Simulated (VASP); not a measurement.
Input of a VASP 6.6.1 run:

The input POSCAR:

```
SnS2
1.0
    3.6607548066      0.0000000000      0.0000000000
   -1.8303774033      3.1703066595      0.0000000000
    0.0000000000      0.0000000000      5.9617808738
Sn S
1 2
Direct
    0.0000000000      0.0000000000      0.0000000000
    0.3333333333      0.6666666667      0.2455905351
    0.6666666667      0.3333333333      0.7544094649
```

Contents of INCAR.step1:

```
PREC     = Accurate       # precision mode
ENCUT    = 550            # plane-wave cutoff, eV
ISMEAR   = 0              # smearing method
SIGMA    = 0.01           # smearing width, eV
LREAL    = F              # projectors in reciprocal space
LASPH    = T              # aspherical terms in the spheres
NELM     = 120            # most SCF steps
NBANDS   = 20             # bands
GGA      = PE             # functional
ALGO     = Normal         # electronic algorithm
EDIFF    = 1E-5           # SCF threshold, eV
LWAVE    = T              # write WAVECAR
LCHARG   = F              # write CHGCAR
GGA_COMPAT= F
```

File INCAR.step2:

```
PREC     = Accurate       # precision mode
ENCUT    = 550            # plane-wave cutoff, eV
EDIFF    = 1E-6           # SCF threshold, eV
ISMEAR   = 0              # smearing method
SIGMA    = 0.01           # smearing width, eV
LREAL    = F              # projectors in reciprocal space
LASPH    = T              # aspherical terms in the spheres
NELM     = 120            # most SCF steps
ALGO     = Normal         # electronic algorithm
ISIF     = 2              # what is computed and relaxed
LWAVE    = F              # write WAVECAR
LCHARG   = T              # write CHGCAR
METAGGA  = R2SCAN         # meta-GGA
LMIXTAU  = T            
LELF     = T              # ELF
LVHAR    = T            
NBANDS   = 20             # bands
ISTART   = 1            
GGA_COMPAT= F
```

File KPOINTS:

```
Automatic mesh
0
Gamma
  6 6 2
```

Potentials or basis: VASP PAW PBE potentials, release 64 (Sn_d, S).

Launch:

```bash
$ cat potpaw_PBE.64/Sn_d/POTCAR potpaw_PBE.64/S/POTCAR > POTCAR
$ cp INCAR.step1 INCAR
$ mpirun -np 1 vasp_std > vasp.out
$ cp INCAR.step2 INCAR
$ mpirun -np 1 vasp_std > vasp.out
```

(1) Predict the band gap on the k mesh.

(2) What does it give for the pressure?

(3) Predict the largest force.

## Answers

(1) 1.85 eV (least direct gap 2.30 eV).

(2) 0.8 GPa.

(3) 0.036 eV/Å.

Caveat: the k points lie up to 0.53 Å⁻¹ apart; the PAW data sets were made with another functional, which shifts forces and pressure a little; spin-orbit coupling is left out, which moves the levels of the heavy elements.
